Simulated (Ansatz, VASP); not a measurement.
One calculation of CaC2, two programs

```
Ca C
1.0
     1.88514    1.08839    3.85251
    -1.88514    1.08839    3.85251
     0.00000   -2.17677    3.85251
Ca C
1 2
Direct
  0.00000 0.00000 0.00000
  0.55387 0.55387 0.55387
  0.44613 0.44613 0.44613
```

Alike in both runs: functional LDA; k mesh 9 × 9 × 9; occupations gaussian, width 0.02 eV; no spin polarisation.

Ansatz relaxed the structure, and its values are those at the end. VASP's run is a single point on that final structure, the one shown.

```csv
,VASP,Ansatz
version,VASP 6.6.1,Ansatz 0.2.0
potentials or method,"VASP PAW LDA potentials, release 64 (Ca_sv, C), cutoff 520 eV","scalar-relativistic, plane waves, PAW"
valence electrons in the cell,18,18
```

Ansatz gave:

```
gap on the k mesh at the Fermi level (eV) : 2.53
least direct gap on the mesh (eV)         : 3.80
pressure (GPa)                            : 0.0
rms of the force components (eV/Å)        : 0.000
```

Which values does VASP return?

gap on the k mesh at the Fermi level (eV): 2.51; least direct gap on the mesh (eV): 3.80; pressure (GPa): 0.4; rms of the force components (eV/Å): 0.041.

LDA's correlation is that of Perdew and Zunger in VASP and of Perdew and Wang (1992) in Ansatz.
